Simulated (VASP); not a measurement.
## Ru: single point with r2SCAN

The system is Ru.

```
Ru
1.0
     2.70595    0.00000    0.00000
    -1.35297    2.34342    0.00000
     0.00000    0.00000    4.25791
Ru
2
Direct
  0.33333 0.66667 0.25000
  0.66667 0.33333 0.75000
```

```json
{
 "Program": "VASP 6.6.1",
 "Task": "single point",
 "Functional": "r2SCAN",
 "Potentials or basis": "VASP PAW PBE potentials, release 64 (Ru_pv)",
 "Cutoff": "520 eV",
 "k mesh": "3 × 3 × 2",
 "Occupations": "fermi-dirac, width 0.1 eV",
 "Spin": "no spin polarisation",
 "Dipole correction": "no",
 "Further INCAR settings": "ALGO = Normal; EDIFF = 1e-06; NBANDS = 21"
}
```

```json
{"Pressure": "10.7 GPa", "Band gap on the k mesh": "zero (band 14 reaches 13.92 eV, above the bottom of band 15 at 11.30 eV)"}
```

Stress tensor (GPa, compression positive):
```
 28.09   0.00   0.00
  0.00  28.09   0.00
  0.00   0.00 -23.99
```

Levels at points of the mesh, in eV from the Fermi level:
```tsv
k point	band 12	band 13	band 14	band 15	band 16	band 17
(0.00, 0.00, 0.00)	-2.40	-2.40	-1.95	-1.95	0.81	0.81
(0.00, 0.00, 0.50)	-3.32	-3.24	-3.24	0.15	0.15	0.15
```

Wall time 30 s on 1 thread of AMD EPYC 7R43 64-Core Processor (Zen 3), with other jobs on the host, peak memory 0.1 GiB.

Caveat: the k points lie up to 0.89 Å⁻¹ apart; the PAW data sets were made with another functional, which shifts forces and pressure a little.
